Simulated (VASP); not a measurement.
# LiF (P6_3mc) in VASP: notebook

Aim: see how the results for LiF move with the level of theory and the settings. Levels: r2SCAN, HSE06, PBE-based screened hybrid with 30 % exact exchange. Tasks: single point.

All numbers are computed with VASP 6.6.1; they aren't measurements. Logs are shortened: lines on timing, memory, paths and dates and some standing lists are left out, and cuts for length are marked.

### Step 1. The cell of the first run

Symmetry: P6_3mc, No. 186, hexagonal system. Conventional cell: a = 3.081 Å, b = 3.081 Å, c = 4.785 Å, α = 90.00°, β = 90.00°, γ = 120.00°. Li (site symmetry 3m) has 4 F at 1.86 to 1.87 Å within 2.5 Å. F (site symmetry 3m) has 4 Li at 1.86 to 1.87 Å within 2.5 Å.

### Step 2. Single point, r2SCAN

The input, POSCAR:

```
LiF
1.0
    3.0810519408      0.0000000000      0.0000000000
   -1.5405259704      2.6682692511      0.0000000000
    0.0000000000      0.0000000000      4.7852338528
Li F
2 2
Direct
    0.3333333333      0.6666666667      0.3824388584
    0.6666666667      0.3333333333      0.8824388584
    0.3333333333      0.6666666667      0.9925591416
    0.6666666667      0.3333333333      0.4925591416
```

The input, INCAR.step1:

```
SYSTEM = LiF
  ALGO = Normal
  EDIFF = 1E-4
  ENCUT = 520
  GGA = PE
  ISMEAR = 0
  LASPH = .True.
  LCHARG = .False.
  LREAL = .False.
  LWAVE = .True.
  NBANDS = 18
  NELM = 100
  PREC = Accurate
  SIGMA = 0.01
```

The input, INCAR.step2:

```
SYSTEM = LiF
  ALGO = Normal
  EDIFF = 1E-7
  ENCUT = 520
  ISIF = 2
  ISMEAR = 0
  ISTART = 1
  LASPH = .True.
  LCHARG = .False.
  LMIXTAU = .True.
  LREAL = .False.
  LWAVE = .False.
  METAGGA = R2SCAN
  NBANDS = 18
  NELM = 100
  PREC = Accurate
  SIGMA = 0.01
```

The input, KPOINTS:

```
k-points
0
Gamma
  6 6 4
  0 0 0
```

Potentials or basis: VASP PAW PBE potentials, release 64 (Li_sv, F).

Run with:

```sh
> cat potpaw_PBE.64/Li_sv/POTCAR potpaw_PBE.64/F/POTCAR > POTCAR
> cp INCAR.step1 INCAR
> mpirun -np 1 vasp_std > vasp.out
> cp INCAR.step2 INCAR
> mpirun -np 1 vasp_std > vasp.out
```

OUTCAR:

```text
SYSTEM = LiF
   EDIFF = 1E-7
   ENCUT = 520
   ISIF = 2
   ISMEAR = 0
   ISTART = 1
   LASPH = .True.
   LREAL = .False.
   METAGGA = R2SCAN
   NELM = 100
   PREC = Accurate

 ion  position               nearest neighbor table
   1  0.333  0.667  0.382-   4 1.86   4 1.86   4 1.86   3 1.87
   2  0.667  0.333  0.882-   3 1.86   3 1.86   3 1.86   4 1.87
   3  0.333  0.667  0.993-   2 1.86   2 1.86   2 1.86   1 1.87
   4  0.667  0.333  0.493-   1 1.86   1 1.86   1 1.86   2 1.87

  LATTYP: Found a hexagonal cell.
 ALAT       =     3.0810519408
 C/A-ratio  =     1.5531169045

  Lattice vectors:

 A1 = (   3.0810519408,   0.0000000000,   0.0000000000)
 A2 = (  -1.5405259704,   2.6682692511,   0.0000000000)
 A3 = (   0.0000000000,   0.0000000000,   4.7852338528)

Analysis of symmetry for initial positions (statically):
=====================================================================
 Subroutine PRICEL returns:
 Original cell was already a primitive cell.

 Routine SETGRP: Setting up the symmetry group for a
 hexagonal supercell.

 Subroutine GETGRP returns: Found 12 space group operations
 (whereof  6 operations were pure point group operations)
 out of a pool of 24 trial point group operations.

The static configuration has the point symmetry C_3v.
 The point group associated with its full space group is C_6v.

Analysis of symmetry for dynamics (positions and initial velocities):
=====================================================================
 Subroutine PRICEL returns:
 Original cell was already a primitive cell.

 Routine SETGRP: Setting up the symmetry group for a
 hexagonal supercell.

 Subroutine GETGRP returns: Found 12 space group operations
 (whereof  6 operations were pure point group operations)
 out of a pool of 24 trial point group operations.

The dynamic configuration has the point symmetry C_3v.
 The point group associated with its full space group is C_6v.

 Subroutine INISYM returns: Found 12 space group operations
 (whereof  6 operations are pure point group operations),
 and found     1 'primitive' translations

----------------------------------------------------------------------------------------

                                     Primitive cell

  volume of cell :      39.3398

  direct lattice vectors                    reciprocal lattice vectors
     3.081051941  0.000000000  0.000000000     0.324564473  0.187387386  0.000000000
    -1.540525970  2.668269251  0.000000000     0.000000000  0.374774772  0.000000000
     0.000000000  0.000000000  4.785233853     0.000000000  0.000000000  0.208976203

  length of vectors
     3.081051941  3.081051941  4.785233853     0.374774772  0.374774772  0.208976203

  position of ions in fractional coordinates (direct lattice)
     0.333333333  0.666666667  0.382438858
     0.666666667  0.333333333  0.882438858
     0.333333333  0.666666667  0.992559142
     0.666666667  0.333333333  0.492559142

  ion indices of the primitive-cell ions
   primitive index   ion index
                 1           1
                 2           2
                 3           3
                 4           4

----------------------------------------------------------------------------------------

 KPOINTS: k-points

Automatic generation of k-mesh.
 Grid dimensions read from file:
 generate k-points for:    6    6    4

 Generating k-lattice:

  Cartesian coordinates                     Fractional coordinates (reciprocal lattice)
     0.054094079  0.031231231  0.000000000     0.166666667  0.000000000  0.000000000
     0.000000000  0.062462462  0.000000000     0.000000000  0.166666667  0.000000000
     0.000000000  0.000000000  0.052244051     0.000000000  0.000000000  0.250000000

  Length of vectors
     0.062462462  0.062462462  0.052244051

  Shift w.r.t. Gamma in fractional coordinates (k-lattice)
     0.000000000  0.000000000  0.000000000

 Subroutine IBZKPT returns following result:
 ===========================================

 Found     21 irreducible k-points:

 Following reciprocal coordinates:
            Coordinates               Weight
  0.000000  0.000000  0.000000      1.000000
  0.166667  0.000000  0.000000      6.000000
  0.333333  0.000000  0.000000      6.000000
  0.500000  0.000000  0.000000      3.000000
  0.166667  0.166667  0.000000      6.000000
  0.333333  0.166667  0.000000     12.000000
[... 13 lines left out ...]
  0.333333  0.166667  0.500000     12.000000
  0.333333  0.333333  0.500000      2.000000
   k-points           NKPTS =     21   k-points in BZ     NKDIM =     21   number of bands    NBANDS=     18
   number of dos      NEDOS =    301   number of ions     NIONS =      4
   total plane-waves  NPLWV =  20736
   dimension x,y,z NGX =    24 NGY =   24 NGZ =   36
   dimension x,y,z NGXF=    48 NGYF=   48 NGZF=   72
   ions per type =               2   2
   NGX,Y,Z   is equivalent  to a cutoff of  12.95, 12.95, 12.51 a.u.
   NGXF,Y,Z  is equivalent  to a cutoff of  25.90, 25.90, 25.01 a.u.
 SYSTEM =  LiF
   PREC   = accura    normal or accurate (medium, high low for compatibility)
   ISTART =      1    job   : 0-new  1-cont  2-samecut
   ICHARG =      0    charge: 1-file 2-atom 10-const
   ISPIN  =      1    spin polarized calculation?
   LNONCOLLINEAR =      F non collinear calculations
   LSORBIT =      F    spin-orbit coupling
   LASPH  =      T    aspherical Exc in radial PAW
   ENCUT  =  520.0 eV  38.22 Ry    6.18 a.u.   5.73  5.73  8.90*2*pi/ulx,y,z
   NELM   =    100;   NELMIN=  2; NELMDL=  0     # of ELM steps
   EDIFF  = 0.1E-06   stopping-criterion for ELM
   LREAL  =      F    real-space projection
   EDIFFG = 0.1E-05   stopping-criterion for IOM
   NSW    =      0    number of steps for IOM
   IBRION =     -1    ionic relax: 0-MD 1-quasi-New 2-CG
   NFREE  =      0    steps in history (QN), initial steepest desc. (CG)
   ISIF   =      2    stress and relaxation
   ISYM   =      2    0-nonsym 1-usesym 2-fastsym
   POTIM  = 0.5000    time-step for ionic-motion
   TEBEG  =    0.0;   TEEND  =   0.0 temperature during run
   PSTRESS=    0.0 pullay stress
   NELECT =      20.0000    total number of electrons
   NUPDOWN=      -1.0000    fix difference up-down
   EMIN   =  10.00;   EMAX   =-10.00  energy-range for DOS
   EFERMI =   0.00;   METHOD = LEGACY
   ISMEAR =     0;   SIGMA  =   0.01  broadening in eV -4-tet -1-fermi 0-gaus
   EFERMI_NEDOS =   21; number of points for ismear=-14 and -15
   IALGO  =     38    algorithm
   IMIX   =      4    mixing-type and parameters
     AMIX     =   0.40;   BMIX     =  1.00
     AMIX_MAG =   1.60;   BMIX_MAG =  1.00
  volume/ion in A,a.u.               =       9.83        66.37
  Fermi-wavevector in a.u.,A,eV,Ry     =   1.306595  2.469106 23.227725  1.707190
  Thomas-Fermi vector in A             =   2.437386
   LORBIT       =      0    0 simple, 1 ext, 2 COOP (PROOUT), +10 PAW based schemes
   METAGGA = R2SCAN    functional components
   LHFCALC =     F    Hartree Fock is set to
   AEXX    =    0.0000 exact exchange contribution
   IVDW    =     0    specifies the selected vdW correction
   LEPSILON=     F    determine dielectric tensor
   LRPA    =     F    only Hartree local field effects (RPA)
 non-spin polarized calculation
 Gauss-broadening in eV      SIGMA  =   0.01
  energy-cutoff  :      520.00
  volume of cell :       39.34
 maximum number of plane-waves:      1085
 NGX is ok and might be reduce to    24
   NGX = 11   NGY = 11   NGZ = 17

 number of electron      20.0000014 magnetization

 Free energy of the ion-electron system (eV)
  ---------------------------------------------------
  ext. energy  EPLUGINS =         0.00000000
  ---------------------------------------------------
  free energy    TOTEN  =       -23.65882796 eV

  energy without entropy =      -23.65882796  energy(sigma->0) =      -23.65882796

 E-fermi :  -2.9481     XC(G=0):  -9.4026

 val. band max:       -3.0261014893   @ k =   0.0000   0.0000   0.0000
 cond. band min:       5.6501773162   @ k =   0.0000   0.0000   0.0000
 fundamental gap:      8.6762788055
 Fermi energy:        -2.9480918120

 k-point     1 :       0.0000    0.0000    0.0000
  band No.  band energies     occupation
      1     -44.5905      2.00000
      2     -44.5468      2.00000
      3     -23.6236      2.00000
      4     -23.3913      2.00000
      5      -5.2184      2.00000
      6      -3.5433      2.00000
[... 10 lines left out ...]
     17      18.1855      0.00000
     18      19.2107      0.00000

 k-point     2 :       0.1667    0.0000    0.0000
  band No.  band energies     occupation
      1     -44.5821      2.00000
      2     -44.5434      2.00000
      3     -23.5922      2.00000
      4     -23.3867      2.00000
      5      -5.0839      2.00000
      6      -3.8231      2.00000
[... 10 lines left out ...]
     17      18.4866      0.00000
     18      18.5135      0.00000

 k-point     3 :       0.3333    0.0000    0.0000
  band No.  band energies     occupation
      1     -44.5637      2.00000
      2     -44.5384      2.00000
      3     -23.5193      2.00000
      4     -23.3871      2.00000
      5      -4.9053      2.00000
      6      -4.3093      2.00000
[... 10 lines left out ...]
     17      17.9949      0.00000
     18      19.1871      0.00000

 k-point     4 :       0.5000    0.0000    0.0000
  band No.  band energies     occupation
      1     -44.5524      2.00000
      2     -44.5381      2.00000
      3     -23.4685      2.00000
      4     -23.4009      2.00000
      5      -5.0623      2.00000
      6      -4.2735      2.00000
[... 312 lines left out ...]
      4     -23.4664      2.00000
      5      -4.4596      2.00000
      6      -4.4596      2.00000
[... 10 lines left out ...]
     17      18.4246      0.00000
     18      18.4246      0.00000

 k-point    20 :       0.3333    0.1667    0.5000
  band No.  band energies     occupation
      1     -44.5451      2.00000
      2     -44.5451      2.00000
      3     -23.4374      2.00000
      4     -23.4374      2.00000
      5      -4.7013      2.00000
      6      -4.7013      2.00000
[... 10 lines left out ...]
     17      18.8565      0.00000
     18      18.8565      0.00000

 k-point    21 :       0.3333    0.3333    0.5000
  band No.  band energies     occupation
      1     -44.5422      2.00000
      2     -44.5422      2.00000
      3     -23.4276      2.00000
      4     -23.4276      2.00000
      5      -4.6196      2.00000
      6      -4.6196      2.00000
[... 10 lines left out ...]
     17      19.9229      0.00000
     18      19.9229      0.00000

------------------------ aborting loop because EDIFF is reached ----------------------------------------

  FORCE on cell =-STRESS in cart. coord.  units (eV):
  Direction    XX          YY          ZZ          XY          YZ          ZX
  --------------------------------------------------------------------------------------
  -------------------------------------------------------------------------------------
  Total       -0.0756006     -0.0756006     -0.0677627      0.0000000      0.0000000     -0.0000000
  in kB       -3.0789615     -3.0789615     -2.7597473      0.0000000      0.0000000     -0.0000000
  external PRESSURE =      -2.9725568 kB  Pullay stress =       0.0000000 kB

 VOLUME and BASIS-vectors are now :
 -----------------------------------------------------------------------------
  energy-cutoff  :      520.00
  volume of cell :       39.34
      direct lattice vectors                 reciprocal lattice vectors
     3.081051941  0.000000000  0.000000000     0.324564473  0.187387386  0.000000000
    -1.540525970  2.668269251  0.000000000     0.000000000  0.374774772  0.000000000
     0.000000000  0.000000000  4.785233853     0.000000000  0.000000000  0.208976203

 POSITION                                       TOTAL-FORCE (eV/Angst)
 -----------------------------------------------------------------------------------
     -0.00000      1.77885      1.83006         0.000000      0.000000      0.003174
      1.54053      0.88942      4.22268        -0.000000     -0.000000      0.003174
     -0.00000      1.77885      4.74963        -0.000000      0.000000     -0.003174
      1.54053      0.88942      2.35701         0.000000     -0.000000     -0.003174
 -----------------------------------------------------------------------------------
    total drift:                                0.000001      0.000001      0.056751

  FREE ENERGIE OF THE ION-ELECTRON SYSTEM (eV)
  ---------------------------------------------------
  free  energy   TOTEN  =       -23.6588279639 eV

  energy  without entropy=      -23.6588279639  energy(sigma->0) =      -23.65882796
```

Run time: 43 s. Hardware: 1 thread of Intel Xeon Platinum 8375C at 2.90GHz (Ice Lake), shared host; peak memory 0.15 GiB.

What came out:

```
Free energy            : -23.6588 eV
Largest force          : 0.003 eV/Å
Band gap on the k mesh : 8.68 eV
```

Forces in eV/Å, atoms in the order of the input:
```
Li   0.000  0.000  0.003
Li   0.000  0.000  0.003
F    0.000  0.000 -0.003
F    0.000  0.000 -0.003
```

Levels at points of the mesh, in eV from the valence-band top:
```csv
k point,band 7,band 8,band 9,band 10,band 11,band 12,band 13,band 14
"(0.00, 0.00, 0.00)",-0.52,-0.19,-0.19,0.00,8.68,13.11,16.53,19.93
"(0.50, 0.00, 0.00)",-1.05,-1.05,-0.55,-0.41,12.04,13.20,15.96,16.20
"(0.00, 0.00, 0.50)",-0.35,-0.35,-0.35,-0.35,10.41,10.41,19.04,19.04
"(0.50, 0.00, 0.50)",-0.74,-0.74,-0.57,-0.57,12.06,12.06,16.04,16.04
```

Caveat: the cutoff is under 1.25 times the usual one of these potentials, so pressure, stress and relaxed cells hold a basis-set (Pulay) error; the PAW data sets were made with another functional, which shifts forces and pressure a little. A k mesh can miss the band edges.

### Step 3. Single point, r2SCAN

POSCAR is that of step 2.

The input, INCAR.step1:

```
SYSTEM = LiF
PREC     = Accurate       ! precision mode
ENCUT    = 520            ! plane-wave cutoff, eV
ISMEAR   = 0              ! smearing method
SIGMA    = 0.01           ! smearing width, eV
LREAL    = .False.        ! projectors in reciprocal space
LASPH    = .True.         ! aspherical terms in the spheres
NELM     = 60             ! most SCF steps
NBANDS   = 18             ! bands
GGA      = PE             ! functional
ALGO     = Normal         ! electronic algorithm
EDIFF    = 1E-4           ! SCF threshold, eV
LWAVE    = .True.         ! write WAVECAR
LCHARG   = .False.        ! write CHGCAR
```

The input, INCAR.step2:

```
SYSTEM = LiF
PREC     = Accurate       ! precision mode
ENCUT    = 520            ! plane-wave cutoff, eV
EDIFF    = 1E-6           ! SCF threshold, eV
ISMEAR   = 0              ! smearing method
SIGMA    = 0.01           ! smearing width, eV
LREAL    = .False.        ! projectors in reciprocal space
LASPH    = .True.         ! aspherical terms in the spheres
NELM     = 60             ! most SCF steps
ALGO     = Normal         ! electronic algorithm
ISIF     = 2              ! what is computed and relaxed
LWAVE    = .False.        ! write WAVECAR
LCHARG   = .True.         ! write CHGCAR
METAGGA  = R2SCAN         ! meta-GGA
LMIXTAU  = .True.       
LELF     = .True.         ! ELF
LVHAR    = .True.       
NBANDS   = 18             ! bands
ISTART   = 1
```

The input, KPOINTS:

```
Automatic mesh
0
Gamma
  6 6 4
  0 0 0.5
```

Potentials or basis: VASP PAW PBE potentials, release 64 (Li_sv, F).

Run with:

```sh
> cat potpaw_PBE.64/Li_sv/POTCAR potpaw_PBE.64/F/POTCAR > POTCAR
> cp INCAR.step1 INCAR
> mpirun -np 1 vasp_std > vasp.out
> cp INCAR.step2 INCAR
> mpirun -np 1 vasp_std > vasp.out
```

Wall time 35 s (1 thread of Intel Xeon Platinum 8375C at 2.90GHz (Ice Lake), shared host); peak memory 0.15 GiB.

It converged, with:

* Free energy: -23.6586 eV
* Largest force: 0.003 eV/Å
* Band gap on the k mesh: 8.89 eV

Forces in eV/Å, atoms in the order of the input:
```
Li   0.000  0.000  0.003
Li   0.000  0.000  0.003
F    0.000  0.000 -0.003
F    0.000  0.000 -0.003
```

Levels at points of the mesh, in eV from the valence-band top:
| k point | band 8 | band 9 | band 10 | band 11 | band 12 | band 13 |
| --- | --- | --- | --- | --- | --- | --- |
| (0.00, 0.00, 0.12) | -0.11 | -0.11 | 0.00 | 8.89 | 12.88 | 16.93 |

Caveat: the cutoff is under 1.25 times the usual one of these potentials, so pressure, stress and relaxed cells hold a basis-set (Pulay) error; the PAW data sets were made with another functional, which shifts forces and pressure a little; a shifted mesh leaves out Γ, where band edges can lie. A k mesh can miss the band edges.

[end of part 1 of 2]
